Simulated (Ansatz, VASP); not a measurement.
**Two plane-wave programs on MgO2**

```
CELL_PARAMETERS angstrom
1.60476 0.92651 3.49398
-1.60476 0.92651 3.49398
0.00000 -1.85302 3.49398
ATOMIC_POSITIONS crystal
Mg 0.00000 0.00000 0.00000
O 0.42879 0.42879 0.42879
O 0.57121 0.57121 0.57121
```

Alike in both runs: task single point; functional LDA; k mesh 6 × 6 × 6; occupations gaussian, width 0.1 eV; no spin polarisation.

|  | VASP | Ansatz |
| --- | --- | --- |
| version | VASP 6.6.1 | Ansatz 0.2.0 |
| potentials or method | VASP PAW LDA potentials, release 64 (Mg, O), cutoff 520 eV | scalar-relativistic, plane waves, PAW |
| valence electrons in the cell | 14 | 22 |

VASP gave:

```
gap on the k mesh at the Fermi level (eV)                     : 2.16
least direct gap on the mesh (eV)                             : 2.16
pressure (GPa)                                                : -10.8
traceless stress, the component that is largest in VASP (GPa) : -1.52
rms of the force components (eV/Å)                            : 0.091
```

Task: What did Ansatz give for the same quantities?

Result: gap on the k mesh at the Fermi level (eV): 2.19; least direct gap on the mesh (eV): 2.19; pressure (GPa): -10.1; traceless stress, the component that is largest in VASP (GPa): -3.10; rms of the force components (eV/Å): 0.212.

LDA's correlation is that of Perdew and Zunger in VASP and of Perdew and Wang (1992) in Ansatz. Atom by atom the forces differ by 0.121 eV/Å (rms over components). VASP's potentials hold 14 valence electrons a cell and Ansatz's 22, so a difference there can come from the potentials and not from the codes.
